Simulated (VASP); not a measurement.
Here is a VASP 6.6.1 calculation.

The input INCAR:

```
ALGO     = Normal         # electronic algorithm
EDIFF    = 1E-7           # SCF threshold, eV
ENCUT    = 520            # plane-wave cutoff, eV
GGA      = PE             # functional
ISIF     = 2              # what is computed and relaxed
ISMEAR   = 0              # smearing method
LASPH    = T              # aspherical terms in the spheres
LCHARG   = F              # write CHGCAR
LREAL    = F              # projectors in reciprocal space
LWAVE    = F              # write WAVECAR
NBANDS   = 22             # bands
NELM     = 80             # most SCF steps
PREC     = Accurate       # precision mode
SIGMA    = 0.1            # smearing width, eV
```

KPOINTS

```
k-points
0
Gamma
  6 6 6
```

POSCAR

```
AsSe4
1.0
   -4.3638431231      4.3638431231      1.7238311754
    4.3638431231     -4.3638431231      1.7238311754
    4.3638431231      4.3638431231     -1.7238311754
As Se
1 4
Direct
    0.0000000000      0.0000000000      0.0000000000
    0.2791967927      0.6435647443      0.9227615370
    0.7208032073      0.3564352557      0.0772384630
    0.3564352557      0.2791967927      0.6356320484
    0.6435647443      0.7208032073      0.3643679516
```

Potentials or basis: VASP PAW PBE potentials, release 64 (As, Se).

Run with:

```bash
$ cat potpaw_PBE.64/As/POTCAR potpaw_PBE.64/Se/POTCAR > POTCAR
$ mpirun -np 1 vasp_std > vasp.out
```

(1) What does it give for the band gap on the k mesh?

(2) Estimate the pressure.

Results:

(1) zero (an odd number of electrons rules out a gap without spin polarisation).

(2) 0.0 GPa.
